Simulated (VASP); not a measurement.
# SrCl2 in VASP: a series of runs

SrCl2 is run at these levels: PBE, LDA; tasks: single point.

All numbers are computed with VASP 6.6.1; they aren't measurements. Logs are shortened: lines on timing, memory, paths and dates and some standing lists are left out, and cuts for length are marked.

## 1. The cell of the first run

The structure is cubic, space group Fm-3m (No. 225). The conventional cell has a = 6.950 Å, b = 6.950 Å, c = 6.950 Å, α = 90.00°, β = 90.00°, γ = 90.00°. Sr (site symmetry m-3m) has 8 Cl at 3.01 Å within 4.0 Å. Within 4.0 Å of Cl (site symmetry -43m) lie 4 Sr at 3.01 Å and 6 Cl at 3.48 Å.

## 2. Single point, PBE (strained)

File INCAR:

```
SYSTEM = SrCl2
PREC = Accurate ; ENCUT = 520
EDIFF = 1E-7 ; ISMEAR = 0
SIGMA = 0.02 ; LREAL = .FALSE.
LASPH = .TRUE. ; NELM = 80
ALGO = Normal ; ISIF = 2
LWAVE = .FALSE. ; LCHARG = .FALSE.
GGA = PE ; NBANDS = 19
```

File KPOINTS:

```
Automatic mesh
0
G
  6 6 6
  0 0 0
```

File POSCAR:

```
SrCl2
1.0
    0.0000000000      3.4751132100      3.4751132100
    3.4751132100      0.0000000000      3.4751132100
    3.4751132100      3.4751132100      0.0000000000
Sr Cl
1 2
Direct
    0.0000000000      0.0000000000      0.0000000000
    0.2500000000      0.2500000000      0.2500000000
    0.7500000000      0.7500000000      0.7500000000
```

Potentials or basis: VASP PAW PBE potentials, release 64 (Sr_sv, Cl).

Started as:

```sh
> cat potpaw_PBE.64/Sr_sv/POTCAR potpaw_PBE.64/Cl/POTCAR > POTCAR
> mpirun -np 1 vasp_std > vasp.out
```

OUTCAR:

```text
SYSTEM = SrCl2
   PREC = Accurate
   ENCUT = 520
   EDIFF = 1E-7
   ISMEAR = 0
   LREAL = .FALSE.
   LASPH = .TRUE.
   NELM = 80
   ISIF = 2
   GGA = PE

 ion  position               nearest neighbor table
   1  0.000  0.000  0.000-   3 3.01   3 3.01   3 3.01   2 3.01   3 3.01   2 3.01   2 3.01   2 3.01

   2  0.250  0.250  0.250-   1 3.01   1 3.01   1 3.01   1 3.01
   3  0.750  0.750  0.750-   1 3.01   1 3.01   1 3.01   1 3.01

  LATTYP: Found a face centered cubic cell.
 ALAT       =     6.9502264200

  Lattice vectors:

 A1 = (   0.0000000000,   3.4751132100,   3.4751132100)
 A2 = (   3.4751132100,   0.0000000000,   3.4751132100)
 A3 = (   3.4751132100,   3.4751132100,   0.0000000000)

Analysis of symmetry for initial positions (statically):
[... 5 lines left out ...]
 face centered cubic supercell.

 Subroutine GETGRP returns: Found 48 space group operations
 (whereof 48 operations were pure point group operations)
 out of a pool of 48 trial point group operations.

The static configuration has the point symmetry O_h .

Analysis of symmetry for dynamics (positions and initial velocities):
[... 5 lines left out ...]
 face centered cubic supercell.

 Subroutine GETGRP returns: Found 48 space group operations
 (whereof 48 operations were pure point group operations)
 out of a pool of 48 trial point group operations.

The dynamic configuration has the point symmetry O_h .

 Subroutine INISYM returns: Found 48 space group operations
 (whereof 48 operations are pure point group operations),
 and found     1 'primitive' translations

----------------------------------------------------------------------------------------

                                     Primitive cell

  volume of cell :      83.9338

  direct lattice vectors                    reciprocal lattice vectors
     0.000000000  3.475113210  3.475113210    -0.143880205  0.143880205  0.143880205
     3.475113210  0.000000000  3.475113210     0.143880205 -0.143880205  0.143880205
     3.475113210  3.475113210  0.000000000     0.143880205  0.143880205 -0.143880205

  length of vectors
     4.914552232  4.914552232  4.914552232     0.249207825  0.249207825  0.249207825

  position of ions in fractional coordinates (direct lattice)
     0.000000000  0.000000000  0.000000000
     0.250000000  0.250000000  0.250000000
     0.750000000  0.750000000  0.750000000

  ion indices of the primitive-cell ions
   primitive index   ion index
                 1           1
                 2           2
                 3           3

----------------------------------------------------------------------------------------

 KPOINTS: Automatic mesh

Automatic generation of k-mesh.
 Grid dimensions read from file:
 generate k-points for:    6    6    6

 Generating k-lattice:

  Cartesian coordinates                     Fractional coordinates (reciprocal lattice)
    -0.023980034  0.023980034  0.023980034     0.166666667  0.000000000  0.000000000
     0.023980034 -0.023980034  0.023980034     0.000000000  0.166666667  0.000000000
     0.023980034  0.023980034 -0.023980034     0.000000000  0.000000000  0.166666667

  Length of vectors
     0.041534637  0.041534637  0.041534637

  Shift w.r.t. Gamma in fractional coordinates (k-lattice)
     0.000000000  0.000000000  0.000000000

 Subroutine IBZKPT returns following result:
 ===========================================

 Found     16 irreducible k-points:

 Following reciprocal coordinates:
[... 6 lines left out ...]
  0.333333  0.166667  0.000000     24.000000
[... 8 lines left out ...]
 -0.333333  0.333333  0.166667     24.000000
 -0.333333  0.500000  0.166667     12.000000
   k-points           NKPTS =     16   k-points in BZ     NKDIM =     16   number of bands    NBANDS=     19
   number of dos      NEDOS =    301   number of ions     NIONS =      3
   total plane-waves  NPLWV =  64000
   dimension x,y,z NGX =    40 NGY =   40 NGZ =   40
   dimension x,y,z NGXF=    80 NGYF=   80 NGZF=   80
   ions per type =               1   2
   NGX,Y,Z   is equivalent  to a cutoff of  13.53, 13.53, 13.53 a.u.
   NGXF,Y,Z  is equivalent  to a cutoff of  27.06, 27.06, 27.06 a.u.
 SYSTEM =  SrCl2
   PREC   = accura    normal or accurate (medium, high low for compatibility)
   ISTART =      0    job   : 0-new  1-cont  2-samecut
   ICHARG =      2    charge: 1-file 2-atom 10-const
   ISPIN  =      1    spin polarized calculation?
   LNONCOLLINEAR =      F non collinear calculations
   LSORBIT =      F    spin-orbit coupling
   LASPH  =      T    aspherical Exc in radial PAW
   ENCUT  =  520.0 eV  38.22 Ry    6.18 a.u.   9.14  9.14  9.14*2*pi/ulx,y,z
   NELM   =     80;   NELMIN=  2; NELMDL= -5     # of ELM steps
   EDIFF  = 0.1E-06   stopping-criterion for ELM
   LREAL  =      F    real-space projection
   EDIFFG = 0.1E-05   stopping-criterion for IOM
   NSW    =      0    number of steps for IOM
   IBRION =     -1    ionic relax: 0-MD 1-quasi-New 2-CG
   NFREE  =      0    steps in history (QN), initial steepest desc. (CG)
   ISIF   =      2    stress and relaxation
   ISYM   =      2    0-nonsym 1-usesym 2-fastsym
   POTIM  = 0.5000    time-step for ionic-motion
   TEBEG  =    0.0;   TEEND  =   0.0 temperature during run
   PSTRESS=    0.0 pullay stress
   NELECT =      24.0000    total number of electrons
   NUPDOWN=      -1.0000    fix difference up-down
   EMIN   =  10.00;   EMAX   =-10.00  energy-range for DOS
   EFERMI =   0.00;   METHOD = LEGACY
   ISMEAR =     0;   SIGMA  =   0.02  broadening in eV -4-tet -1-fermi 0-gaus
   EFERMI_NEDOS =   21; number of points for ismear=-14 and -15
   IALGO  =     38    algorithm
   IMIX   =      4    mixing-type and parameters
     AMIX     =   0.40;   BMIX     =  1.00
     AMIX_MAG =   1.60;   BMIX_MAG =  1.00
  volume/ion in A,a.u.               =      27.98       188.80
  Fermi-wavevector in a.u.,A,eV,Ry     =   1.078532  2.038130 15.826717  1.163231
  Thomas-Fermi vector in A             =   2.214473
   LORBIT       =      0    0 simple, 1 ext, 2 COOP (PROOUT), +10 PAW based schemes
   GGA     = PE    functional components
   LHFCALC =     F    Hartree Fock is set to
   AEXX    =    0.0000 exact exchange contribution
   IVDW    =     0    specifies the selected vdW correction
   LEPSILON=     F    determine dielectric tensor
   LRPA    =     F    only Hartree local field effects (RPA)
 non-spin polarized calculation
 Gauss-broadening in eV      SIGMA  =   0.02
  energy-cutoff  :      520.00
  volume of cell :       83.93
 maximum number of plane-waves:      2285
 NGX is ok and might be reduce to    40
   NGX = 19   NGY = 19   NGZ = 19

 number of electron      24.0000003 magnetization

 Free energy of the ion-electron system (eV)
  ---------------------------------------------------
  ext. energy  EPLUGINS =         0.00000000
  ---------------------------------------------------
  free energy    TOTEN  =       -12.77424268 eV

  energy without entropy =      -12.77424268  energy(sigma->0) =      -12.77424268

 E-fermi :   0.3217     XC(G=0):  -8.3321

 val. band max:        0.2279946456   @ k =   0.5000   0.5000   0.0000
 cond. band min:       5.6105641281   @ k =   0.0000   0.0000   0.0000
 fundamental gap:      5.3825694824
 Fermi energy:         0.3217271379

 k-point     1 :       0.0000    0.0000    0.0000
  band No.  band energies     occupation
      1     -32.6216      2.00000
      2     -14.6184      2.00000
      3     -14.6184      2.00000
      4     -14.6184      2.00000
      5     -13.1130      2.00000
      6     -12.2395      2.00000
[... 11 lines left out ...]
     18       9.2827      0.00000
     19       9.6106      0.00000

 k-point     2 :       0.1667    0.0000    0.0000
  band No.  band energies     occupation
      1     -32.6208      2.00000
      2     -14.7140      2.00000
      3     -14.6220      2.00000
      4     -14.6220      2.00000
      5     -12.9536      2.00000
      6     -12.2978      2.00000
[... 11 lines left out ...]
     18       9.0128      0.00000
     19      10.1245      0.00000

 k-point     3 :       0.3333    0.0000    0.0000
  band No.  band energies     occupation
      1     -32.6191      2.00000
      2     -14.8624      2.00000
      3     -14.6293      2.00000
      4     -14.6293      2.00000
      5     -12.7332      2.00000
      6     -12.3484      2.00000
[... 11 lines left out ...]
     18       8.8581      0.00000
     19       9.3922      0.00000

 k-point     4 :       0.5000    0.0000    0.0000
  band No.  band energies     occupation
      1     -32.6182      2.00000
      2     -14.9229      2.00000
      3     -14.6330      2.00000
      4     -14.6330      2.00000
      5     -12.7047      2.00000
      6     -12.3007      2.00000
[... 11 lines left out ...]
     18       8.9001      0.00000
     19       9.0901      0.00000

 k-point     5 :       0.1667    0.1667    0.0000
  band No.  band energies     occupation
      1     -32.6205      2.00000
      2     -14.7369      2.00000
      3     -14.6271      2.00000
      4     -14.6271      2.00000
      5     -12.8954      2.00000
      6     -12.3220      2.00000
[... 11 lines left out ...]
     18       9.0336      0.00000
     19       9.2468      0.00000
[... 158 lines left out ...]
      2     -14.9889      2.00000
      3     -14.6532      2.00000
      4     -14.6532      2.00000
      5     -12.5521      2.00000
      6     -12.3163      2.00000
[... 11 lines left out ...]
     18       8.9503      0.00000
     19      10.2567      0.00000

 k-point    14 :       0.5000    0.3333    0.1667
  band No.  band energies     occupation
      1     -32.6179      2.00000
      2     -14.8795      2.00000
      3     -14.7160      2.00000
      4     -14.6414      2.00000
      5     -12.4999      2.00000
      6     -12.4467      2.00000
[... 11 lines left out ...]
     18       9.0159      0.00000
     19      10.0867      0.00000

 k-point    15 :      -0.3333    0.3333    0.1667
  band No.  band energies     occupation
      1     -32.6173      2.00000
      2     -14.8572      2.00000
      3     -14.7863      2.00000
      4     -14.6463      2.00000
      5     -12.4900      2.00000
      6     -12.3924      2.00000
[... 11 lines left out ...]
     18       9.4562      0.00000
     19      10.1715      0.00000

 k-point    16 :      -0.3333    0.5000    0.1667
  band No.  band energies     occupation
      1     -32.6171      2.00000
      2     -14.9126      2.00000
      3     -14.7457      2.00000
      4     -14.6535      2.00000
      5     -12.4847      2.00000
      6     -12.3678      2.00000
[... 11 lines left out ...]
     18       9.8632      0.00000
     19      10.2948      0.00000

------------------------ aborting loop because EDIFF is reached ----------------------------------------

  FORCE on cell =-STRESS in cart. coord.  units (eV):
  Direction    XX          YY          ZZ          XY          YZ          ZX
  --------------------------------------------------------------------------------------
  -------------------------------------------------------------------------------------
  Total        0.8002060      0.8002060      0.8002060      0.0000000     -0.0000000      0.0000000
  in kB       15.2747993     15.2747993     15.2747993      0.0000000     -0.0000000      0.0000000
  external PRESSURE =      15.2747993 kB  Pullay stress =       0.0000000 kB

 VOLUME and BASIS-vectors are now :
 -----------------------------------------------------------------------------
  energy-cutoff  :      520.00
  volume of cell :       83.93
      direct lattice vectors                 reciprocal lattice vectors
     0.000000000  3.475113210  3.475113210    -0.143880205  0.143880205  0.143880205
     3.475113210  0.000000000  3.475113210     0.143880205 -0.143880205  0.143880205
     3.475113210  3.475113210  0.000000000     0.143880205  0.143880205 -0.143880205

 POSITION                                       TOTAL-FORCE (eV/Angst)
 -----------------------------------------------------------------------------------
      0.00000      0.00000      0.00000         0.000000     -0.000000      0.000000
      1.73756      1.73756      1.73756         0.000000      0.000000      0.000000
      5.21267      5.21267      5.21267        -0.000000     -0.000000     -0.000000
 -----------------------------------------------------------------------------------
    total drift:                               -0.000000     -0.000000      0.000000

  FREE ENERGIE OF THE ION-ELECTRON SYSTEM (eV)
  ---------------------------------------------------
  free  energy   TOTEN  =       -12.7742426816 eV

  energy  without entropy=      -12.7742426816  energy(sigma->0) =      -12.77424268
```

Wall time 89 s (1 thread of Intel Xeon 8259CL, shared host); peak memory 0.24 GiB.

Results:

```yaml
Free_energy: -12.7742 eV
Pressure: 1.5 GPa
Band_gap_on_the_k_mesh: 5.38 eV, indirect (least direct gap 5.50 eV)
```

Levels at points of the mesh, in eV from the valence-band top:
| k point | band 10 | band 11 | band 12 | band 13 | band 14 | band 15 |
| --- | --- | --- | --- | --- | --- | --- |
| (0.00, 0.00, 0.00) | -0.34 | -0.34 | -0.34 | 5.38 | 6.09 | 6.09 |
| (0.50, 0.00, 0.00) | -1.34 | -1.06 | -1.06 | 6.72 | 6.72 | 7.55 |
| (0.50, 0.50, 0.00) | -0.41 | -0.41 | 0.00 | 5.50 | 7.07 | 7.63 |

Caveat: the cell differs from its parent crystal (strained).

## 3. Single point, LDA (functional LDA, strained)

File INCAR:

```
SYSTEM = SrCl2
ALGO = Normal ; EDIFF = 1E-6
ENCUT = 520 ; ISIF = 2
ISMEAR = 0 ; LASPH = .True.
LCHARG = .True. ; LELF = .True.
LREAL = .False. ; LVHAR = .True.
LWAVE = .False. ; NBANDS = 19
NELM = 100 ; PREC = Accurate
SIGMA = 0.02
```

File KPOINTS:

```
k-points
0
Gamma
  6 6 6
  0 0 0
```

File POSCAR:

```
SrCl2
1.0
    0.0000000000      3.6365964250      3.6365964250
    3.6365964250      0.0000000000      3.6365964250
    3.6365964250      3.6365964250      0.0000000000
Sr Cl
1 2
Direct
    0.0000000000      0.0000000000      0.0000000000
    0.2500000000      0.2500000000      0.2500000000
    0.7500000000      0.7500000000      0.7500000000
```

Potentials or basis: VASP PAW LDA potentials, release 64 (Sr_sv, Cl).

Started as:

```sh
> cat potpaw_LDA.64/Sr_sv/POTCAR potpaw_LDA.64/Cl/POTCAR > POTCAR
> mpirun -np 1 vasp_std > vasp.out
```

Run time: 72 s. Hardware: 1 thread of Intel Xeon 8259CL, shared host; peak memory 0.2 GiB.

The run converged. Its results:

- Free energy: -13.7232 eV
- Pressure: -5.6 GPa
- Band gap on the k mesh: 4.44 eV, indirect (least direct gap 4.74 eV)

Levels at points of the mesh, in eV from the valence-band top:
```
           k point  band 10  band 11  band 12  band 13  band 14  band 15
(0.00, 0.00, 0.00)    -0.30    -0.30    -0.30     4.44     5.82     5.82
(0.50, 0.00, 0.00)    -1.16    -0.92    -0.92     6.31     6.31     6.82
(0.50, 0.50, 0.00)    -0.33    -0.33     0.00     5.18     6.46     7.03
```

Caveat: the cell differs from its parent crystal (functional LDA, strained). A k mesh can miss the band edges.

[end of part 1 of 2]
